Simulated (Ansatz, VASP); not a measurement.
# SiC: VASP beside Ansatz

INCAR

```
PREC = Accurate ; ENCUT = 520
EDIFF = 1E-6 ; ISMEAR = 0
SIGMA = 0.05 ; LREAL = F
LASPH = T ; NELM = 60
ALGO = Normal ; ISIF = 2
LWAVE = F ; LCHARG = F
GGA = PS ; ISYM = 0
NBANDS = 16
```

Contents of KPOINTS:

```
regular mesh
0
Gamma
  8 8 6
```

POSCAR

```
SiC
1.0
    3.0755278798      0.0000000000      0.0000000000
   -1.5377639399      2.6634852739      0.0000000000
    0.0000000000      0.0000000000      5.0473895487
Si C
2 2
Direct
    0.3333333333      0.6666666667      0.0045711878
    0.6666666667      0.3333333333      0.5045711878
    0.3333333333      0.6666666667      0.3804288122
    0.6666666667      0.3333333333      0.8804288122
```

Input for Ansatz:

```yaml
crystal:
  lattice:
    - [3.075527879769, 0.0, 0.0]
    - [-1.537763939884, 2.663485273927, 0.0]
    - [0.0, 0.0, 5.0473895487]
  atoms:
    - { symbol: Si, position: [0.3333333333333, 0.6666666666667, 0.0045711878] }
    - { symbol: Si, position: [0.6666666666667, 0.3333333333333, 0.5045711878] }
    - { symbol: C, position: [0.3333333333333, 0.6666666666667, 0.3804288122] }
    - { symbol: C, position: [0.6666666666667, 0.3333333333333, 0.8804288122] }
  symmetry: { detect: false }
basis:
  ecutwfc: 500
  ecutrho_ratio: 4
kpoints:
  mp_grid: { grid: [8, 8, 6] }
hamiltonian:
  xc: pbesol
scf:
  occupations: { method: gaussian, width: 0.05 }
output:
  forces: true
  stress: true
  write_density: true
  write_potential: true
  elf: true
  volumetric_format: npy
```

Alike in both runs: task single point; functional PBEsol; k mesh 8 × 8 × 6; occupations gaussian, width 0.05 eV; no spin polarisation.

|  | VASP | Ansatz |
| --- | --- | --- |
| version | VASP 6.6.1 | Ansatz 0.2.0 |
| potentials or method | VASP PAW PBE potentials, release 64 (Si, C), cutoff 520 eV | scalar-relativistic, plane waves, PAW |
| valence electrons in the cell | 16 | 16 |

Ansatz gave:

* gap on the k mesh at the Fermi level (eV): 2.38
* pressure (GPa): 0.1
* traceless stress, the component that is largest in VASP (GPa): -0.06

Question: Estimate VASP's values.

Answer: gap on the k mesh at the Fermi level (eV): 2.37; pressure (GPa): 0.4; traceless stress, the component that is largest in VASP (GPa): -0.06.

VASP's potentials were made for PBE, not for PBEsol.
